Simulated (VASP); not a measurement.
**MgI2: single point with PBEsol**

MgI2:

```
Mg I
1.0
     4.14622    0.00000    0.00000
    -2.07311    3.59073    0.00000
     0.00000    0.00000    6.91897
Mg I
1 2
Direct
  0.00000 0.00000 0.00000
  0.33333 0.66667 0.76251
  0.66667 0.33333 0.23749
```

This cell differs from its parent crystal: uniaxial strain along c: -1.5 %.

```
Program                : VASP 6.6.1
Task                   : single point
Functional             : PBEsol
Potentials or basis    : VASP PAW PBE potentials, release 64 (Mg, I)
Cutoff                 : 520 eV
k mesh                 : 6 × 6 × 4
Occupations            : gaussian, width 0.02 eV
Spin                   : no spin polarisation
Dipole correction      : no
Further INCAR settings : ALGO = Normal; EDIFF = 1e-06; NBANDS = 15
```

```json
{
 "Pressure": "0.2 GPa",
 "Largest force": "0.087 eV/Å",
 "Band gap on the k mesh": "3.51 eV, indirect (least direct gap 3.66 eV)"
}
```

Forces on the atoms (eV/Å):
```
Mg   0.000  0.000  0.000
I    0.000  0.000 -0.087
I    0.000  0.000  0.087
```

Stress tensor (GPa, compression positive):
```
0.01 0.00 0.00
0.00 0.01 0.00
0.00 0.00 0.53
```

Levels at points of the mesh, in eV from the valence-band top:
```tsv
k point	band 5	band 6	band 7	band 8	band 9	band 10	band 11	band 12
(0.00, 0.00, 0.00)	-0.46	-0.07	-0.07	0.00	3.66	4.66	6.64	6.64
(0.50, 0.00, 0.00)	-1.83	-1.41	-0.88	-0.46	3.59	5.26	5.49	6.99
(0.00, 0.00, 0.50)	-0.38	-0.38	-0.16	-0.16	4.59	4.74	6.47	6.47
(0.50, 0.00, 0.50)	-1.27	-1.15	-0.78	-0.67	3.53	5.16	5.59	6.05
```

It took 15 s on 1 thread of Intel(R) Xeon(R) 6975P-C (Granite Rapids), on a shared host, peak memory 0.23 GiB.

Caveat: the cell differs from its parent crystal (uniaxial strain along c: -1.5 %); the PAW data sets were made with another functional, which shifts forces and pressure a little; spin-orbit coupling is left out, which moves the levels of the heavy elements; this functional lacks dispersion, which binds the layers, so the pressure and a relaxed spacing across them are unreliable. A k mesh can miss the band edges.
